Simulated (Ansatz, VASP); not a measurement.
Two plane-wave programs on Mg

```
Mg
1.0
     3.46601    0.00000    0.00000
    -1.73301    3.00166    0.00000
     0.00000    0.00000    5.62716
Mg
2
Direct
  0.33333 0.66667 0.25000
  0.66667 0.33333 0.75000
```

Change from the starting cell: strain +0.080 along x and y, +0.080 along z, atoms carried along.

Alike in both runs: task single point; functional PBEsol; k mesh 18 × 18 × 10; occupations gaussian, width 0.15 eV; no spin polarisation.

|  | VASP | Ansatz |
| --- | --- | --- |
| version | VASP 6.6.1 | Ansatz 0.2.0 |
| potentials or method | VASP PAW PBE potentials, release 64 (Mg), cutoff 520 eV | scalar-relativistic, plane waves, PAW |
| valence electrons in the cell | 4 | 20 |

VASP gave:

| Property | Result |
| --- | --- |
| gap on the k mesh at the Fermi level (eV) | none |
| pressure (GPa) | -5.8 |

Q: Which values does Ansatz return?

A: gap on the k mesh at the Fermi level (eV): none; pressure (GPa): -5.7.

VASP's potentials were made for PBE, not for PBEsol. A gap of «none» marks a metal or a gap that the smearing closes. VASP's potentials hold 4 valence electrons a cell and Ansatz's 20, so a difference there can come from the potentials and not from the codes.
